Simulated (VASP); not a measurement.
# V (P6_3/mmc) in VASP: notebook

V is run at these levels: RPBE; tasks: single point.

Program: VASP 6.6.1. These are calculated values, not measurements. Logs are shortened: lines on timing, memory, paths and dates and some standing lists are left out, and cuts for length are marked.

### 1 The cell of the first run

The structure is hexagonal, space group P6_3/mmc (No. 194). The conventional cell has a = 2.727 Å, b = 2.727 Å, c = 9.534 Å, α = 90.00°, β = 90.00°, γ = 120.00°. Within 3.6 Å of V (site symmetry -3m) lie 12 V at 2.73 to 2.86 Å. Within 3.6 Å of V (site symmetry -6m2) lie 12 V at 2.73 to 2.86 Å.

### 2 Single point, RPBE (volume scaled by 1.08)

INCAR reads:

```
PREC = Accurate
ENCUT = 520
EDIFF = 1E-7
ISMEAR = -1
SIGMA = 0.1
LREAL = F
LASPH = T
NELM = 80
ALGO = Normal
ISIF = 2
LWAVE = F
LCHARG = F
GGA = RP
NBANDS = 34
```

KPOINTS reads:

```
regular mesh
0
Gamma
  15 15 4
```

POSCAR reads:

```
V
1.0
    2.7269197072      0.0000000000      0.0000000000
   -1.3634598536      2.3615817405      0.0000000000
    0.0000000000      0.0000000000      9.5341740064
V
4
Direct
    0.0000000000      0.0000000000      1.0000000000
    1.0000000000      0.0000000000      0.5000000000
    0.3333333333      0.6666666667      0.2500000000
    0.6666666667      0.3333333333      0.7500000000
```

Potentials or basis: VASP PAW PBE potentials, release 64 (V_sv).

Run with:

```bash
> cat potpaw_PBE.64/V_sv/POTCAR > POTCAR
> mpirun -np 1 vasp_std > vasp.out
```

OUTCAR:

```text
PREC = Accurate
   ENCUT = 520
   EDIFF = 1E-7
   ISMEAR = -1
   LREAL = F
   LASPH = T
   NELM = 80
   ISIF = 2
   GGA = RP

 ion  position               nearest neighbor table
   1  0.000  0.000  0.000-   3 2.86   4 2.86   3 2.86   4 2.86   4 2.86   3 2.86
   2  0.000  0.000  0.500-   3 2.86   4 2.86   3 2.86   4 2.86   4 2.86   3 2.86
   3  0.333  0.667  0.250-   1 2.86   2 2.86   1 2.86   2 2.86   1 2.86   2 2.86
   4  0.667  0.333  0.750-   1 2.86   2 2.86   1 2.86   2 2.86   1 2.86   2 2.86

  LATTYP: Found a hexagonal cell.
 ALAT       =     2.7269197072
 C/A-ratio  =     3.4963163680

  Lattice vectors:

 A1 = (   2.7269197072,   0.0000000000,   0.0000000000)
 A2 = (  -1.3634598536,   2.3615817405,   0.0000000000)
 A3 = (   0.0000000000,   0.0000000000,   9.5341740064)

Analysis of symmetry for initial positions (statically):
=====================================================================
 Subroutine PRICEL returns:
 Original cell was already a primitive cell.

 Routine SETGRP: Setting up the symmetry group for a
 hexagonal supercell.

 Subroutine GETGRP returns: Found 24 space group operations
 (whereof 12 operations were pure point group operations)
 out of a pool of 24 trial point group operations.

The static configuration has the point symmetry D_3d.
 The point group associated with its full space group is D_6h.

Analysis of symmetry for dynamics (positions and initial velocities):
=====================================================================
 Subroutine PRICEL returns:
 Original cell was already a primitive cell.

 Routine SETGRP: Setting up the symmetry group for a
 hexagonal supercell.

 Subroutine GETGRP returns: Found 24 space group operations
 (whereof 12 operations were pure point group operations)
 out of a pool of 24 trial point group operations.

The dynamic configuration has the point symmetry D_3d.
 The point group associated with its full space group is D_6h.

 Subroutine INISYM returns: Found 24 space group operations
 (whereof 12 operations are pure point group operations),
 and found     1 'primitive' translations

----------------------------------------------------------------------------------------

                                     Primitive cell

  volume of cell :      61.3986

  direct lattice vectors                    reciprocal lattice vectors
     2.726919707  0.000000000  0.000000000     0.366714134  0.211722504  0.000000000
    -1.363459854  2.361581741  0.000000000     0.000000000  0.423445008  0.000000000
     0.000000000  0.000000000  9.534174006     0.000000000  0.000000000  0.104885856

  length of vectors
     2.726919707  2.726919707  9.534174006     0.423445008  0.423445008  0.104885856

  position of ions in fractional coordinates (direct lattice)
     0.000000000  0.000000000  0.000000000
     0.000000000  0.000000000  0.500000000
     0.333333333  0.666666667  0.250000000
     0.666666667  0.333333333  0.750000000

  ion indices of the primitive-cell ions
   primitive index   ion index
                 1           1
                 2           2
                 3           3
                 4           4

----------------------------------------------------------------------------------------

 KPOINTS: regular mesh

Automatic generation of k-mesh.
 Grid dimensions read from file:
 generate k-points for:   15   15    4

 Generating k-lattice:

  Cartesian coordinates                     Fractional coordinates (reciprocal lattice)
     0.024447609  0.014114834  0.000000000     0.066666667  0.000000000  0.000000000
     0.000000000  0.028229667  0.000000000     0.000000000  0.066666667  0.000000000
     0.000000000  0.000000000  0.026221464     0.000000000  0.000000000  0.250000000

  Length of vectors
     0.028229667  0.028229667  0.026221464

  Shift w.r.t. Gamma in fractional coordinates (k-lattice)
     0.000000000  0.000000000  0.000000000

 Subroutine IBZKPT returns following result:
 ===========================================

 Found     81 irreducible k-points:

 Following reciprocal coordinates:
            Coordinates               Weight
  0.000000  0.000000  0.000000      1.000000
  0.066667  0.000000  0.000000      6.000000
  0.133333  0.000000  0.000000      6.000000
  0.200000  0.000000  0.000000      6.000000
  0.266667  0.000000  0.000000      6.000000
  0.333333  0.000000  0.000000      6.000000
[... 16 lines left out ...]
  0.333333  0.200000  0.000000     12.000000
  0.400000  0.200000  0.000000      6.000000
 [... further k-points ...]
   k-points           NKPTS =     81   k-points in BZ     NKDIM =     81   number of bands    NBANDS=     34
   number of dos      NEDOS =    301   number of ions     NIONS =      4
   total plane-waves  NPLWV =  28800
   dimension x,y,z NGX =    20 NGY =   20 NGZ =   72
   dimension x,y,z NGXF=    40 NGYF=   40 NGZF=  144
   ions per type =               4
   NGX,Y,Z   is equivalent  to a cutoff of  12.19, 12.19, 12.55 a.u.
   NGXF,Y,Z  is equivalent  to a cutoff of  24.39, 24.39, 25.11 a.u.
 SYSTEM =  unknown system
   PREC   = accura    normal or accurate (medium, high low for compatibility)
   ISTART =      0    job   : 0-new  1-cont  2-samecut
   ICHARG =      2    charge: 1-file 2-atom 10-const
   ISPIN  =      1    spin polarized calculation?
   LNONCOLLINEAR =      F non collinear calculations
   LSORBIT =      F    spin-orbit coupling
   LASPH  =      T    aspherical Exc in radial PAW
   ENCUT  =  520.0 eV  38.22 Ry    6.18 a.u.   5.07  5.07 17.73*2*pi/ulx,y,z
   NELM   =     80;   NELMIN=  2; NELMDL= -5     # of ELM steps
   EDIFF  = 0.1E-06   stopping-criterion for ELM
   LREAL  =      F    real-space projection
   EDIFFG = 0.1E-05   stopping-criterion for IOM
   NSW    =      0    number of steps for IOM
   IBRION =     -1    ionic relax: 0-MD 1-quasi-New 2-CG
   NFREE  =      0    steps in history (QN), initial steepest desc. (CG)
   ISIF   =      2    stress and relaxation
   ISYM   =      2    0-nonsym 1-usesym 2-fastsym
   POTIM  = 0.5000    time-step for ionic-motion
   TEBEG  =    0.0;   TEEND  =   0.0 temperature during run
   PSTRESS=    0.0 pullay stress
   NELECT =      52.0000    total number of electrons
   NUPDOWN=      -1.0000    fix difference up-down
   EMIN   =  10.00;   EMAX   =-10.00  energy-range for DOS
   EFERMI =   0.00;   METHOD = LEGACY
   ISMEAR =    -1;   SIGMA  =   0.10  broadening in eV -4-tet -1-fermi 0-gaus
   EFERMI_NEDOS =   21; number of points for ismear=-14 and -15
   IALGO  =     38    algorithm
   IMIX   =      4    mixing-type and parameters
     AMIX     =   0.40;   BMIX     =  1.00
     AMIX_MAG =   1.60;   BMIX_MAG =  1.00
  volume/ion in A,a.u.               =      15.35       103.58
  Fermi-wavevector in a.u.,A,eV,Ry     =   1.548899  2.926995 32.641582  2.399089
  Thomas-Fermi vector in A             =   2.653783
   LORBIT       =      0    0 simple, 1 ext, 2 COOP (PROOUT), +10 PAW based schemes
   GGA     = RP    functional components
   LHFCALC =     F    Hartree Fock is set to
   AEXX    =    0.0000 exact exchange contribution
   IVDW    =     0    specifies the selected vdW correction
   LEPSILON=     F    determine dielectric tensor
   LRPA    =     F    only Hartree local field effects (RPA)
 non-spin polarized calculation
  energy-cutoff  :      520.00
  volume of cell :       61.40
 maximum number of plane-waves:      1692
   NGX = 11   NGY = 11   NGZ = 35

 number of electron      51.9999998 magnetization

 Free energy of the ion-electron system (eV)
  ---------------------------------------------------
  ext. energy  EPLUGINS =         0.00000000
  ---------------------------------------------------
  free energy    TOTEN  =       -33.09008274 eV

  energy without entropy =      -32.84628445  energy(sigma->0) =      -32.96818360

 E-fermi :   8.5737     XC(G=0): -12.0857

 val. band max:        8.5708263173   @ k =   0.2667   0.2000   0.5000
 cond. band min:       8.5771594368   @ k =   0.0667   0.0667   0.2500
 fundamental gap:      0.0063331195
 Fermi energy:         8.5737416694

 k-point     1 :       0.0000    0.0000    0.0000
  band No.  band energies     occupation
      1     -55.7206      2.00000
      2     -55.6957      2.00000
      3     -55.6563      2.00000
      4     -55.6311      2.00000
      5     -29.6704      2.00000
      6     -29.4348      2.00000
[... 26 lines left out ...]
     33      10.1652      0.00000
     34      10.1652      0.00000

 k-point     2 :       0.0667    0.0000    0.0000
  band No.  band energies     occupation
      1     -55.7160      2.00000
      2     -55.6917      2.00000
      3     -55.6523      2.00000
      4     -55.6278      2.00000
      5     -29.6620      2.00000
      6     -29.4335      2.00000
[... 26 lines left out ...]
     33      10.0505      0.00000
     34      10.0884      0.00000

 k-point     3 :       0.1333    0.0000    0.0000
  band No.  band energies     occupation
      1     -55.7026      2.00000
      2     -55.6804      2.00000
      3     -55.6411      2.00000
      4     -55.6186      2.00000
      5     -29.6379      2.00000
      6     -29.4322      2.00000
[... 26 lines left out ...]
     33       9.7901      0.00001
     34       9.9175      0.00000

 k-point     4 :       0.2000    0.0000    0.0000
  band No.  band energies     occupation
      1     -55.6828      2.00000
      2     -55.6638      2.00000
      3     -55.6244      2.00000
      4     -55.6052      2.00000
      5     -29.6010      2.00000
      6     -29.4424      2.00000
[... 26 lines left out ...]
     33       9.7725      0.00001
     34       9.8072      0.00001

 k-point     5 :       0.2667    0.0000    0.0000
  band No.  band energies     occupation
      1     -55.6595      2.00000
      2     -55.6446      2.00000
      3     -55.6051      2.00000
      4     -55.5901      2.00000
      5     -29.5600      2.00000
      6     -29.5011      2.00000
[... 621 lines left out ...]
 k-point    22 :       0.2667    0.2000    0.0000
  band No.  band energies     occupation
      1     -55.6138      2.00000
      2     -55.6081      2.00000
      3     -55.5686      2.00000
      4     -55.5629      2.00000
      5     -29.6189      2.00000
      6     -29.5957      2.00000
[... 26 lines left out ...]
     33      10.4706      0.00000
     34      11.1250      0.00000

 k-point    23 :       0.3333    0.2000    0.0000
  band No.  band energies     occupation
      1     -55.6016      2.00000
      2     -55.5989      2.00000
      3     -55.5594      2.00000
      4     -55.5566      2.00000
      5     -29.6471      2.00000
      6     -29.6352      2.00000
[... 26 lines left out ...]
     33      10.5638      0.00000
     34      11.0644      0.00000

 k-point    24 :       0.4000    0.2000    0.0000
  band No.  band energies     occupation
      1     -55.5972      2.00000
      2     -55.5956      2.00000
      3     -55.5561      2.00000
      4     -55.5545      2.00000
      5     -29.6567      2.00000
      6     -29.6492      2.00000
[... 26 lines left out ...]
     33      10.7931      0.00000
     34      10.9440      0.00000

 [... further k-points ...]
[... 5 lines left out ...]
  --------------------------------------------------------------------------------------
  -------------------------------------------------------------------------------------
  Total       -4.0414431     -4.0414431     -4.0823036      0.0000000     -0.0000000      0.0000000
  in kB     -105.4602142   -105.4602142   -106.5264565      0.0000000     -0.0000000      0.0000000
  external PRESSURE =    -105.8156283 kB  Pullay stress =       0.0000000 kB

 VOLUME and BASIS-vectors are now :
 -----------------------------------------------------------------------------
  energy-cutoff  :      520.00
  volume of cell :       61.40
      direct lattice vectors                 reciprocal lattice vectors
     2.726919707  0.000000000  0.000000000     0.366714134  0.211722504  0.000000000
    -1.363459854  2.361581741  0.000000000     0.000000000  0.423445008  0.000000000
     0.000000000  0.000000000  9.534174006     0.000000000  0.000000000  0.104885856

 POSITION                                       TOTAL-FORCE (eV/Angst)
 -----------------------------------------------------------------------------------
      0.00000      0.00000      0.00000         0.000000     -0.000000      0.000000
      0.00000      0.00000      4.76709         0.000000     -0.000000      0.000000
     -0.00000      1.57439      2.38354        -0.000000      0.000000     -0.000000
      1.36346      0.78719      7.15063         0.000000     -0.000000     -0.000000
 -----------------------------------------------------------------------------------
    total drift:                                0.000000     -0.000000      0.000000

  FREE ENERGIE OF THE ION-ELECTRON SYSTEM (eV)
  ---------------------------------------------------
  free  energy   TOTEN  =       -33.0900827449 eV

  energy  without entropy=      -32.8462844527  energy(sigma->0) =      -32.96818360
```

Wall time 1.7 min (1 thread of Intel Xeon Platinum 8488C (Sapphire Rapids), shared host); peak memory 0.25 GiB.

Results:

```
Free energy            : -33.0901 eV
Pressure               : -10.6 GPa
Band gap on the k mesh : zero (band 26 reaches 8.87 eV, above the bottom of band 27 at 8.06 eV)
```

Stress tensor (GPa, compression positive):
```
-10.55   0.00   0.00
  0.00 -10.55   0.00
  0.00   0.00 -10.65
```

Levels at points of the mesh, in eV from the Fermi level:
```csv
k point,band 22,band 23,band 24,band 25,band 26,band 27,band 28,band 29,band 30,band 31
"(0.00, 0.00, 0.00)",-0.75,-0.26,-0.06,0.23,0.23,0.27,0.27,0.46,0.46,0.52
"(0.00, 0.00, 0.50)",-0.60,-0.44,-0.44,0.28,0.28,0.28,0.28,0.45,0.45,0.45
```

Caveat: the PAW data sets were made with another functional, which shifts forces and pressure a little.

[end of part 1 of 2]
